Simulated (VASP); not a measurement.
Input of a VASP 6.6.1 run:

File INCAR:

```
SYSTEM = TaN
ALGO = Normal ; EDIFF = 1E-6
ENCUT = 520 ; ISIF = 2
ISMEAR = 0 ; LASPH = .True.
LCHARG = .False. ; LREAL = .False.
LWAVE = .False. ; NBANDS = 15
NELM = 80 ; PREC = Accurate
SIGMA = 0.15
```

Contents of KPOINTS:

```
k-points
0
Gamma
  18 18 16
  0 0 0
```

POSCAR

```
TaN
1.0
    2.9379988584      0.0000000000      0.0000000000
   -1.4689994292      2.5443816477      0.0000000000
    0.0000000000      0.0000000000      2.8830000000
Ta N
1 1
Direct
    0.3333333333      0.6666666667      0.5000000000
    0.0000000000      0.0000000000      0.0000000000
```

Potentials or basis: VASP PAW LDA potentials, release 64 (Ta_pv, N).

Command:

```sh
$ cat potpaw_LDA.64/Ta_pv/POTCAR potpaw_LDA.64/N/POTCAR > POTCAR
$ mpirun -np 1 vasp_std > vasp.out
```

**Question.** Estimate the band gap on the k mesh.

**Answer.** Zero (bands 8 and 9 overlap by 0.42 eV).

**Question.** What does it give for the pressure?

**Answer.** -9.8 GPa.

Stress tensor (GPa, compression positive):
```
 -9.36   0.00   0.00
  0.00  -9.36   0.00
  0.00   0.00 -10.67
```

Caveat: the cell stands under tension; spin-orbit coupling is left out, which moves the levels of the heavy elements.
